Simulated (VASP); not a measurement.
# CsTi (Pm-3m) in VASP: notebook

The runs below take CsTi through single point, relaxation of cell and atoms, with PBE.

Program: VASP 6.6.1. These are calculated values, not measurements. Logs are shortened: lines on timing, memory, paths and dates and some standing lists are left out, and cuts for length are marked.

## (1) The cell of the first run

It takes space group Pm-3m (No. 221, cubic). The conventional cell has a = 4.169 Å, b = 4.169 Å, c = 4.169 Å, α = 90.00°, β = 90.00°, γ = 90.00°. Within 4.7 Å of Cs (site symmetry m-3m) lie 8 Ti at 3.61 Å and 6 Cs at 4.17 Å. Within 4.7 Å of Ti (site symmetry m-3m) lie 8 Cs at 3.61 Å and 6 Ti at 4.17 Å.

## (2) Single point, PBE

INCAR

```
ALGO = Fast
EDIFF = 1E-7
ENCUT = 520
GGA = PE
ISIF = 2
ISMEAR = 0
LASPH = T
LCHARG = F
LREAL = F
LWAVE = F
NBANDS = 18
NELM = 60
PREC = Accurate
SIGMA = 0.1
```

KPOINTS

```
k-points
0
Gamma
  14 14 14
```

POSCAR

```
CsTi
1.0
    4.1685545266      0.0000000000      0.0000000000
    0.0000000000      4.1685545266      0.0000000000
    0.0000000000      0.0000000000      4.1685545266
Cs Ti
1 1
Direct
    0.0000000000      0.0000000000      0.0000000000
    0.5000000000      0.5000000000      0.5000000000
```

Potentials or basis: VASP PAW PBE potentials, release 64 (Cs_sv, Ti_sv).

Run with:

```bash
cat potpaw_PBE.64/Cs_sv/POTCAR potpaw_PBE.64/Ti_sv/POTCAR > POTCAR
mpirun -np 1 vasp_std > vasp.out
```

OUTCAR:

```text
EDIFF = 1E-7
   ENCUT = 520
   GGA = PE
   ISIF = 2
   ISMEAR = 0
   LASPH = T
   LREAL = F
   NELM = 60
   PREC = Accurate

 ion  position               nearest neighbor table
   1  0.000  0.000  0.000-
   2  0.500  0.500  0.500-

  LATTYP: Found a simple cubic cell.
 ALAT       =     4.1685545266

  Lattice vectors:

 A1 = (   4.1685545266,   0.0000000000,   0.0000000000)
 A2 = (   0.0000000000,   4.1685545266,   0.0000000000)
 A3 = (   0.0000000000,   0.0000000000,   4.1685545266)

Analysis of symmetry for initial positions (statically):
=====================================================================
 Subroutine PRICEL returns:
 Original cell was already a primitive cell.

 Routine SETGRP: Setting up the symmetry group for a
 simple cubic supercell.

 Subroutine GETGRP returns: Found 48 space group operations
 (whereof 48 operations were pure point group operations)
 out of a pool of 48 trial point group operations.

The static configuration has the point symmetry O_h .

Analysis of symmetry for dynamics (positions and initial velocities):
=====================================================================
 Subroutine PRICEL returns:
 Original cell was already a primitive cell.

 Routine SETGRP: Setting up the symmetry group for a
 simple cubic supercell.

 Subroutine GETGRP returns: Found 48 space group operations
 (whereof 48 operations were pure point group operations)
 out of a pool of 48 trial point group operations.

The dynamic configuration has the point symmetry O_h .

 Subroutine INISYM returns: Found 48 space group operations
 (whereof 48 operations are pure point group operations),
 and found     1 'primitive' translations

----------------------------------------------------------------------------------------

                                     Primitive cell

  volume of cell :      72.4363

  direct lattice vectors                    reciprocal lattice vectors
     4.168554527  0.000000000  0.000000000     0.239891309  0.000000000  0.000000000
     0.000000000  4.168554527  0.000000000     0.000000000  0.239891309  0.000000000
     0.000000000  0.000000000  4.168554527     0.000000000  0.000000000  0.239891309

  length of vectors
     4.168554527  4.168554527  4.168554527     0.239891309  0.239891309  0.239891309

  position of ions in fractional coordinates (direct lattice)
[... 77 lines left out ...]
   ENCUT  =  520.0 eV  38.22 Ry    6.18 a.u.   7.75  7.75  7.75*2*pi/ulx,y,z
   NELM   =     60;   NELMIN=  2; NELMDL= -5     # of ELM steps
   EDIFF  = 0.1E-06   stopping-criterion for ELM
   LREAL  =      F    real-space projection
   EDIFFG = 0.1E-05   stopping-criterion for IOM
   NSW    =      0    number of steps for IOM
   IBRION =     -1    ionic relax: 0-MD 1-quasi-New 2-CG
   NFREE  =      0    steps in history (QN), initial steepest desc. (CG)
   ISIF   =      2    stress and relaxation
   ISYM   =      2    0-nonsym 1-usesym 2-fastsym
   POTIM  = 0.5000    time-step for ionic-motion
   TEBEG  =    0.0;   TEEND  =   0.0 temperature during run
   PSTRESS=    0.0 pullay stress
   NELECT =      21.0000    total number of electrons
   NUPDOWN=      -1.0000    fix difference up-down
   EMIN   =  10.00;   EMAX   =-10.00  energy-range for DOS
   EFERMI =   0.00;   METHOD = LEGACY
   ISMEAR =     0;   SIGMA  =   0.10  broadening in eV -4-tet -1-fermi 0-gaus
   EFERMI_NEDOS =   21; number of points for ismear=-14 and -15
   IALGO  =     68    algorithm
   IMIX   =      4    mixing-type and parameters
     AMIX     =   0.40;   BMIX     =  1.00
     AMIX_MAG =   1.60;   BMIX_MAG =  1.00
  volume/ion in A,a.u.               =      36.22       244.41
  Fermi-wavevector in a.u.,A,eV,Ry     =   1.083500  2.047519 15.972876  1.173973
  Thomas-Fermi vector in A             =   2.219568
   LORBIT       =      0    0 simple, 1 ext, 2 COOP (PROOUT), +10 PAW based schemes
   GGA     = PE    functional components
   LHFCALC =     F    Hartree Fock is set to
   AEXX    =    0.0000 exact exchange contribution
   IVDW    =     0    specifies the selected vdW correction
   LEPSILON=     F    determine dielectric tensor
   LRPA    =     F    only Hartree local field effects (RPA)
 non-spin polarized calculation
 RMM-DIIS sequential band-by-band and
 Gauss-broadening in eV      SIGMA  =   0.10
  energy-cutoff  :      520.00
  volume of cell :       72.44
 maximum number of plane-waves:      1974
 NGX is ok and might be reduce to    32
   NGX = 15   NGY = 15   NGZ = 15

 number of electron      20.9999994 magnetization

 Free energy of the ion-electron system (eV)
  ---------------------------------------------------
  ext. energy  EPLUGINS =         0.00000000
  ---------------------------------------------------
  free energy    TOTEN  =        -4.81050976 eV

  energy without entropy =       -4.77536118  energy(sigma->0) =       -4.79293547

 E-fermi :   3.5318     XC(G=0):  -8.8876

 val. band max:        3.5285221245   @ k =   0.3571   0.2857   0.2143
 cond. band min:       3.5382931745   @ k =   0.4286   0.2857   0.1429
 fundamental gap:      0.0097710499
 Fermi energy:         3.5317861032

 k-point     1 :       0.0000    0.0000    0.0000
  band No.  band energies     occupation
      1     -54.1008      2.00000
      2     -30.3516      2.00000
      3     -30.3516      2.00000
      4     -30.3516      2.00000
      5     -18.7207      2.00000
      6      -5.2837      2.00000
[... 481 lines left out ...]
      5     -18.6338      2.00000
      6      -6.0546      2.00000
[... 10 lines left out ...]
     17       7.2071      0.00000
     18       7.8241      0.00000

 [... further k-points ...]

------------------------ aborting loop because EDIFF is reached ----------------------------------------

  FORCE on cell =-STRESS in cart. coord.  units (eV):
  Direction    XX          YY          ZZ          XY          YZ          ZX
  --------------------------------------------------------------------------------------
  -------------------------------------------------------------------------------------
  Total        0.0442185      0.0442185      0.0442185      0.0000000     -0.0000000     -0.0000000
  in kB        0.9780434      0.9780434      0.9780434      0.0000000     -0.0000000     -0.0000000
  external PRESSURE =       0.9780434 kB  Pullay stress =       0.0000000 kB

 VOLUME and BASIS-vectors are now :
 -----------------------------------------------------------------------------
  energy-cutoff  :      520.00
  volume of cell :       72.44
      direct lattice vectors                 reciprocal lattice vectors
     4.168554527  0.000000000  0.000000000     0.239891309  0.000000000  0.000000000
     0.000000000  4.168554527  0.000000000     0.000000000  0.239891309  0.000000000
     0.000000000  0.000000000  4.168554527     0.000000000  0.000000000  0.239891309

 POSITION                                       TOTAL-FORCE (eV/Angst)
 -----------------------------------------------------------------------------------
      0.00000      0.00000      0.00000         0.000000      0.000000      0.000000
      2.08428      2.08428      2.08428         0.000000      0.000000      0.000000
 -----------------------------------------------------------------------------------
    total drift:                                0.000000      0.000000     -0.000000

  FREE ENERGIE OF THE ION-ELECTRON SYSTEM (eV)
  ---------------------------------------------------
  free  energy   TOTEN  =        -4.8105097572 eV

  energy  without entropy=       -4.7753611787  energy(sigma->0) =       -4.79293547
```

stdout:

```text
POSCAR found type information on POSCAR CsTi
 POSCAR found :  2 types and       2 ions
 scaLAPACK will be used
 LDA part: xc-table for (Slater+PW92), standard interpolation
[... 22 lines left out ...]
WARNING in EDDRMM: call to ZHEGV failed, returncode =   6  3      7
 num prob  num prob WARNING in EDDRMM: call to ZHEGV failed, returncode =   8  4      8
 num prob  num prob  num prob  num prob RMM:  27    -0.481050967516E+01   -0.10780E-06   -0.86528E-07  3645   0.297E-03    0.424E-04
 num prob  num prob WARNING in EDDRMM: call to ZHEGV failed, returncode =   6  3      7
 num prob  num prob  num prob  num prob  num prob  num prob  num prob  num prob  num prob  num prob  num prob WARNING in EDDRMM: call to ZHEGV failed, returncode =   6  3     16
 num prob  num prob  num prob  num prob  num prob  num prob  num prob  num prob  num prob  num prob  num prob  num prob RMM:  28    -0.481050975725E+01   -0.82090E-07   -0.69561E-07  3667   0.254E-03
```

It took 2.3 min on 1 thread of AMD EPYC 9R45 (Zen 5), shared host; peak memory 0.26 GiB.

What came out:

- Free energy: -4.8105 eV
- Pressure: 0.1 GPa
- Band gap on the k mesh: zero (an odd number of electrons rules out a gap without spin polarisation)

Caveat: spin-orbit coupling is left out, which moves the levels of the heavy elements.

## (3) Relaxation of cell and atoms, PBE

INCAR

```
SYSTEM = CsTi
ALGO     = Fast           ! electronic algorithm
EDIFF    = 1E-7           ! SCF threshold, eV
EDIFFG   = -0.01          ! ionic threshold
ENCUT    = 600            ! plane-wave cutoff, eV
GGA      = PE             ! functional
IBRION   = 2              ! ionic algorithm
ISIF     = 3              ! what is computed and relaxed
ISMEAR   = 0              ! smearing method
LASPH    = .TRUE.         ! aspherical terms in the spheres
LCHARG   = .FALSE.        ! write CHGCAR
LREAL    = .FALSE.        ! projectors in reciprocal space
LWAVE    = .FALSE.        ! write WAVECAR
NELM     = 60             ! most SCF steps
NSW      = 100            ! ionic steps
PREC     = Accurate       ! precision mode
SIGMA    = 0.1            ! smearing width, eV
```

KPOINTS

```
k-points
0
G
  14 14 14
  0 0 0
```

POSCAR is that of step 2.

Potentials or basis: VASP PAW PBE potentials, release 64 (Cs_sv, Ti_sv).

Run with:

```bash
cat potpaw_PBE.64/Cs_sv/POTCAR potpaw_PBE.64/Ti_sv/POTCAR > POTCAR
mpirun -np 1 vasp_std > vasp.out
```

It took 9.7 min on 1 thread of AMD EPYC 9R45 (Zen 5), shared host; peak memory 0.31 GiB.

The run converged. Its results:

```
Free energy                           : -4.8105 eV
Relaxed volume                        : 36.63 Å³/atom
Relaxed cell                          : a = 4.184 Å, b = 4.184 Å, c = 4.184 Å, α = 90.00°, β = 90.00°, γ = 90.00°
Space group after relaxing (to 0.1 Å) : Pm-3m (No. 221)
Energy gained by relaxing             : 0.1 meV/atom
Ionic steps                           : 2
Pressure after relaxing               : 0.0 GPa
Band gap on the k mesh                : zero (an odd number of electrons rules out a gap without spin polarisation)
```

The path:
| step | energy change (eV) | largest force (eV/Å) | pressure (GPa) | volume (Å³) |
| --- | --- | --- | --- | --- |
| 1 | 0.0000 | 0.0000 | 0.34 | 72.44 |
| 2 | -0.0003 | 0.0000 | -0.02 | 73.25 |

Final structure:
```xyz
2
Lattice="4.1842 0.0000 0.0000 0.0000 4.1842 0.0000 0.0000 0.0000 4.1842" Properties=species:S:1:pos:R:3 pbc="T T T"
Cs    0.0000    0.0000    0.0000
Ti    2.0921    2.0921    2.0921
```

Levels at points of the mesh, in eV from the Fermi level:
```csv
k point,band 9,band 10,band 11,band 12,band 13,band 14
"(0.00, 0.00, 0.00)",-3.02,-0.82,-0.82,0.54,0.54,0.54
"(0.50, 0.00, 0.00)",-0.42,-0.40,-0.31,0.54,0.54,0.66
"(0.50, 0.50, 0.00)",-1.70,-0.44,0.08,0.08,0.88,1.06
"(0.50, 0.50, 0.50)",0.19,0.19,0.19,0.47,0.47,0.47
```

Caveat: spin-orbit coupling is left out, which moves the levels of the heavy elements.
